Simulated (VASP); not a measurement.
Input of a VASP 6.6.1 run:

Contents of INCAR:

```
SYSTEM = P
PREC     = Accurate       ! precision mode
ENCUT    = 500            ! plane-wave cutoff, eV
EDIFF    = 1E-6           ! SCF threshold, eV
ISMEAR   = -1             ! smearing method
SIGMA    = 0.05           ! smearing width, eV
LREAL    = .FALSE.        ! projectors in reciprocal space
LASPH    = .TRUE.         ! aspherical terms in the spheres
NELM     = 120            ! most SCF steps
ALGO     = Normal         ! electronic algorithm
ISIF     = 2              ! what is computed and relaxed
LWAVE    = .FALSE.        ! write WAVECAR
LCHARG   = .FALSE.        ! write CHGCAR
GGA      = PS             ! functional
NBANDS   = 8              ! bands
GGA_COMPAT= .FALSE.
```

KPOINTS

```
regular mesh
0
G
  17 17 17
  0 0 0
```

POSCAR

```
P
1.0
   -1.1545448884      1.1545448884      1.1545448884
    1.1545448884     -1.1545448884      1.1545448884
    1.1545448884      1.1545448884     -1.1545448884
P
1
Direct
    0.0000000000      0.0000000000      0.0000000000
```

Potentials or basis: VASP PAW PBE potentials, release 64 (P).

Launch:

```sh
$ cat potpaw_PBE.64/P/POTCAR > POTCAR
$ mpirun -np 1 vasp_std > vasp.out
```

(1) Predict the pressure.

(2) Estimate the band gap on the k mesh.

## Answers

(1) 439.4 GPa.

(2) zero (an odd number of electrons rules out a gap without spin polarisation).

Caveat: the cell stands under pressure; the PAW data sets were made with another functional, which shifts forces and pressure a little.
